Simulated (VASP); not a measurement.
Wanted: the native input for a VASP 6.6.1 run.

| Item | Value |
| --- | --- |
| Task | single point |
| Functional | PBE |
| Potentials or basis | VASP PAW PBE potentials, release 64 (Ag, Cl) |
| Cutoff | 520 eV |
| k mesh | 8 × 8 × 8 |
| Occupations | gaussian, width 0.05 eV |
| Spin | no spin polarisation |
| Dipole correction | no |
| Further INCAR settings | ALGO = Normal; EDIFF = 1e-06; NBANDS = 16 |

The structure of AgCl lies in POSCAR:

```
AgCl
1.0
    0.0000000000      2.5512980000      2.7731500000
    2.5512980000      0.0000000000      2.7731500000
    2.5512980000      2.5512980000      0.0000000000
Ag Cl
1 1
Direct
    0.5000000000      0.5000000000      0.5000000000
    0.0000000000      0.0000000000      0.0000000000
```

This cell differs from its parent crystal: strain -0.080 along x and y, +0.000 along z.

One way to write it, as run:

INCAR

```
SYSTEM = AgCl
  PREC = Accurate
  ENCUT = 520
  EDIFF = 1E-6
  ISMEAR = 0
  SIGMA = 0.05
  LREAL = .FALSE.
  LASPH = .TRUE.
  NELM = 60
  ALGO = Normal
  ISIF = 2
  LWAVE = .FALSE.
  LCHARG = .TRUE.
  GGA = PE
  LELF = .TRUE.
  LVHAR = .TRUE.
  NBANDS = 16
```

KPOINTS

```
regular mesh
0
G
  8 8 8
  0 0 0
```

Potentials or basis: VASP PAW PBE potentials, release 64 (Ag, Cl).

Command:

```sh
$ cat potpaw_PBE.64/Ag/POTCAR potpaw_PBE.64/Cl/POTCAR > POTCAR
$ mpirun -np 1 vasp_std > vasp.out
```

It gave:

* Pressure: 15.3 GPa
* Band gap on the k mesh: 0.65 eV, indirect (least direct gap 3.34 eV)

Caveat: the cell differs from its parent crystal (strain -0.080 along x and y, +0.000 along z).

It took 25 s on 1 thread of Intel(R) Xeon(R) Platinum 8259CL CPU @ 2.50GHz (Skylake/Cascade Lake), with other jobs on the host, peak memory 0.18 GiB.
